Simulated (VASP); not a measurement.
Write the native input for VASP 6.6.1 that does the following.

```yaml
Task: relaxation of the atoms
Functional: PBE
Potentials_or_basis: VASP PAW PBE potentials, release 64 (Be, S)
Cutoff: 520 eV
k_mesh: 10 × 10 × 10
Occupations: fermi-dirac, width 0.03 eV
Spin: no spin polarisation
Dipole_correction: no
Further_INCAR_settings: ALGO = Normal; EDIFF = 1e-07; IBRION = 2; EDIFFG = -0.01; NSW = 50
```

The structure of BeS lies in POSCAR:

```
BeS
1.0
    0.0000000000      1.9327811446      1.9327811446
    1.9327811446      0.0000000000      1.9327811446
    1.9327811446      1.9327811446      0.0000000000
Be S
1 1
Direct
    0.0000000000      0.0000000000      0.0000000000
    0.2500000000      0.2500000000      0.2500000000
```

The input as run:

INCAR

```
PREC = Accurate
ENCUT = 520
EDIFF = 1E-7
ISMEAR = -1
SIGMA = 0.03
LREAL = F
LASPH = T
NELM = 80
ALGO = Normal
ISIF = 2
LWAVE = F
LCHARG = F
GGA = PE
IBRION = 2
NSW = 50
EDIFFG = -0.01
```

KPOINTS

```
regular mesh
0
Gamma
  10 10 10
```

Potentials or basis: VASP PAW PBE potentials, release 64 (Be, S).

Command:

```console
$ cat potpaw_PBE.64/Be/POTCAR potpaw_PBE.64/S/POTCAR > POTCAR
$ mpirun -np 1 vasp_std > vasp.out
```

Results of the run:

The pressure after relaxing is 231.6 GPa and the band gap on the k mesh is 0.52 eV, indirect (least direct gap 4.25 eV).

Caveat: the relaxation stopped at its first step, so nothing moved.

Wall time 2.9 s on 1 thread of Intel Xeon 6975P-C, on a shared host, peak memory 0.12 GiB.
